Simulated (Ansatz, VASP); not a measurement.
**One calculation of LiCl, two programs**

Contents of INCAR:

```
SYSTEM = LiCl
PREC = Accurate
ENCUT = 520
EDIFF = 1E-8
ISMEAR = -1
SIGMA = 0.03
LREAL = .FALSE.
LASPH = .TRUE.
NELM = 80
ALGO = Normal
ISIF = 2
LWAVE = .FALSE.
LCHARG = .FALSE.
GGA = PE
LEFG = .TRUE.
NBANDS = 12
```

File KPOINTS:

```
regular mesh
0
G
  9 9 9
  0 0 0
```

File POSCAR:

```
LiCl
1.0
    0.0000000000      2.5647600000      2.5647600000
    2.5647600000      0.0000000000      2.5647600000
    2.5647600000      2.5647600000      0.0000000000
Li Cl
1 1
Direct
    0.0000000000      0.0000000000      0.0000000000
    0.5000000000      0.5000000000      0.5000000000
```

Input for Ansatz:

```yaml
crystal:
  lattice:
    - [0.0, 2.56476, 2.56476]
    - [2.56476, 0.0, 2.56476]
    - [2.56476, 2.56476, 0.0]
  atoms:
    - { symbol: Li, position: [0.0, 0.0, 0.0] }
    - { symbol: Cl, position: [0.5, 0.5, 0.5] }
kpoints:
  mp_grid: { grid: [9, 9, 9] }
  band_path:
    path:
      - [0.0, 0.0, 0.0]
      - [0.5, 0.0, 0.5]
      - [0.625, 0.25, 0.625]
      - [0.375, 0.375, 0.75]
      - [0.0, 0.0, 0.0]
      - [0.5, 0.5, 0.5]
      - [0.5, 0.25, 0.75]
      - [0.5, 0.0, 0.5]
    npoints: 8
scf:
  occupations: { method: fermi_dirac, width: 0.03 }
hamiltonian:
  xc: pbe
  pseudopotentials: { kind: paw }
output:
  forces: true
  stress: true
  eigenvalues: true
  efg: { contact_densities: true }
  populations: true
  bader: true
  dos: { projected: true, de: 0.2, e_range: [-14, 8] }
```

Alike in both runs: task electric field gradients; functional PBE; k mesh 9 × 9 × 9; occupations fermi-dirac, width 0.03 eV; no spin polarisation.

```csv
,VASP,Ansatz
version,VASP 6.6.1,Ansatz 0.2.0
potentials or method,"VASP PAW PBE potentials, release 64 (Li_sv, Cl)","PAW with Ansatz's default frozen-core files, scalar-relativistic"
plane-wave cutoff (eV),520,420
valence electrons in the cell,10,10
```

```tsv
	VASP	Ansatz	Ansatz less VASP
gap on the k mesh at the Fermi level (eV)	6.34	6.33	-0.013
```

With one functional, cell and mesh, what is left measures potentials, basis and numerics.

Noted on VASP's run: the cutoff is short for stress, so the pressure is rough.
